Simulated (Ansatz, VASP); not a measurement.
## Rb: VASP beside Ansatz

INCAR

```
SYSTEM = Rb
PREC     = Accurate       ! precision mode
ENCUT    = 520            ! plane-wave cutoff, eV
EDIFF    = 1E-7           ! SCF threshold, eV
ISMEAR   = -1             ! smearing method
SIGMA    = 0.05           ! smearing width, eV
LREAL    = .FALSE.        ! projectors in reciprocal space
LASPH    = .TRUE.         ! aspherical terms in the spheres
NELM     = 100            ! most SCF steps
ALGO     = Normal         ! electronic algorithm
ISIF     = 2              ! what is computed and relaxed
LWAVE    = .FALSE.        ! write WAVECAR
LCHARG   = .FALSE.        ! write CHGCAR
GGA      = PS             ! functional
NBANDS   = 16             ! bands
```

KPOINTS

```
Automatic mesh
0
G
  8 8 8
  0 0 0
```

File POSCAR:

```
Rb
1.0
    0.0000000000      4.2740480780      4.2740480780
    4.2740480780      0.0000000000      4.2740480780
    4.2740480780      4.2740480780      0.0000000000
Rb
2
Direct
   -0.1250000000     -0.1250000000     -0.1250000000
    0.1250000000      0.1250000000      0.1250000000
```

Input for Ansatz:

```yaml
crystal:
  lattice:
    - [0.0, 4.274048078, 4.274048078]
    - [4.274048078, 0.0, 4.274048078]
    - [4.274048078, 4.274048078, 0.0]
  atoms:
    - { symbol: Rb, position: [-0.125, -0.125, -0.125] }
    - { symbol: Rb, position: [0.125, 0.125, 0.125] }
kpoints:
  mp_grid: { grid: [8, 8, 8] }
scf:
  occupations: { method: fermi_dirac, width: 0.05 }
hamiltonian:
  xc: pbesol
  pseudopotentials: { kind: all_electron, lapw: { basis_error: 0.001 } }
output:
  forces: true
  stress: true
  eigenvalues: true
  populations: true
```

Change from the starting cell: volume scaled by 0.6, LAPW.

Alike in both runs: task single point; functional PBEsol; k mesh 8 × 8 × 8; occupations fermi-dirac, width 0.05 eV; no spin polarisation.

|  | VASP | Ansatz |
| --- | --- | --- |
| version | VASP 6.6.1 | Ansatz 0.2.0 |
| potentials or method | VASP PAW PBE potentials, release 64 (Rb_sv), cutoff 520 eV | all-electron LAPW, scalar-relativistic |

|  | VASP | Ansatz | Ansatz less VASP |
| --- | --- | --- | --- |
| pressure (GPa) | 1.2 | 1.2 | 0.00 |

VASP's potentials were made for PBE, not for PBEsol. Ansatz ran all-electron here, and VASP with PAW potentials.
